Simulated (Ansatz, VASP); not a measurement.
# Two plane-wave programs on MgO

```
Mg O
1.0
     0.02102    2.12319    2.12319
     2.12319    0.02102    2.12319
     2.12319    2.12319    0.02102
Mg O
1 1
Direct
  0.00000 0.00000 0.00000
  0.50000 0.50000 0.50000
```

Change from the starting cell: shear_111 strain +1.5%.

Alike in both runs: task single point; functional HSE06; k mesh 8 × 8 × 8; no spin polarisation.

```csv
,VASP,Ansatz
version,VASP 6.6.1,Ansatz 0.2.0
potentials or method,"VASP PAW PBE potentials, release 64 (Mg, O)","plane waves, PAW"
plane-wave cutoff (eV),520,420
occupations,"gaussian, width 0.01 eV",fixed
valence electrons in the cell,8,16
```

VASP gave:

```
gap on the k mesh at the Fermi level (eV)                     : 6.30
pressure (GPa)                                                : -3.1
traceless stress, the component that is largest in VASP (GPa) : -1.56
```

**Question.** Estimate Ansatz's values.

**Answer.** gap on the k mesh at the Fermi level (eV): 6.34; pressure (GPa): -2.7; traceless stress, the component that is largest in VASP (GPa): -1.55.

VASP's potentials hold 8 valence electrons a cell and Ansatz's 16, so a difference there can come from the potentials and not from the codes. Ansatz's warnings: stress exchange threshold loose, stress scf threshold loose.
